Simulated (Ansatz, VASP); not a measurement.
**BaS in VASP and in Ansatz**

Contents of POSCAR:

```
BaS
1.0
    0.0000000000      3.5028705356      3.5480831883
    3.5028705356      0.0000000000      3.5480831883
    3.5028705356      3.5028705356      0.0000000000
Ba S
1 1
Direct
    0.0000000000      0.0000000000      0.0000000000
    0.2500000000      0.2500000000      0.2500000000
```

File INCAR.step1:

```
PREC     = Accurate       # precision mode
ENCUT    = 520            # plane-wave cutoff, eV
EDIFF    = 1E-5           # SCF threshold, eV
ISMEAR   = 0              # smearing method
SIGMA    = 0.01           # smearing width, eV
LREAL    = False          # projectors in reciprocal space
LASPH    = True           # aspherical terms in the spheres
NELM     = 80             # most SCF steps
ALGO     = Normal         # electronic algorithm
ISIF     = 2              # what is computed and relaxed
LWAVE    = True           # write WAVECAR
LCHARG   = False          # write CHGCAR
GGA      = PE             # functional
NBANDS   = 15             # bands
```

File INCAR.step2:

```
PREC     = Accurate       # precision mode
ENCUT    = 520            # plane-wave cutoff, eV
EDIFF    = 1E-6           # SCF threshold, eV
ISMEAR   = 0              # smearing method
SIGMA    = 0.01           # smearing width, eV
LREAL    = False          # projectors in reciprocal space
LASPH    = True           # aspherical terms in the spheres
NELM     = 80             # most SCF steps
ALGO     = Normal         # electronic algorithm
ISIF     = 2              # what is computed and relaxed
LWAVE    = False          # write WAVECAR
LCHARG   = False          # write CHGCAR
GGA      = PE             # functional
LHFCALC  = True           # exact exchange
HFSCREEN = 0.2079         # screening, 1/A
PRECFOCK = Normal       
ISTART   = 1            
NBANDS   = 15             # bands
```

Contents of KPOINTS:

```
Automatic mesh
0
Gamma
  4 4 4
```

Input for Ansatz:

```yaml
crystal:
  lattice:
    - [0.0, 3.5028705356, 3.5480831883]
    - [3.5028705356, 0.0, 3.5480831883]
    - [3.5028705356, 3.5028705356, 0.0]
  atoms:
    - { symbol: Ba, position: [0.0, 0.0, 0.0] }
    - { symbol: S, position: [0.25, 0.25, 0.25] }
kpoints:
  mp_grid: { grid: [4, 4, 4] }
  band_path:
    path:
      - [0.0, 0.0, 0.0]
      - [-0.5, -0.5, 0.0]
      - [-0.375, -0.375, 0.25]
      - [-0.375, 0.0, 0.375]
      - [0.0, 0.0, 0.5]
      - [-0.5, -0.25, 0.25]
      - [0.260417, -0.5, -0.239583]
    npoints: 1
hamiltonian:
  xc: hse06
scf:
  occupations: { method: fixed }
  n_extra_bands: 4
output:
  forces: true
  stress: true
  eigenvalues: true
```

Change from the starting cell: epitaxial_xy strain -0.5%.

Alike in both runs: task single point; functional HSE06; k mesh 4 × 4 × 4; no spin polarisation.

```csv
,VASP,Ansatz
version,VASP 6.6.1,Ansatz 0.2.0
potentials or method,"VASP PAW PBE potentials, release 64 (Ba_sv, S)","plane waves, PAW"
plane-wave cutoff (eV),520,420
occupations,"gaussian, width 0.01 eV",fixed
valence electrons in the cell,16,16
```

```tsv
	VASP	Ansatz	Ansatz less VASP
gap on the k mesh at the Fermi level (eV)	3.64	3.64	-0.004
pressure (GPa)	0.2	-0.2	-0.39
```

Ansatz's warnings: stress exchange threshold loose, stress scf threshold loose.

Neither program's run includes spin-orbit coupling.
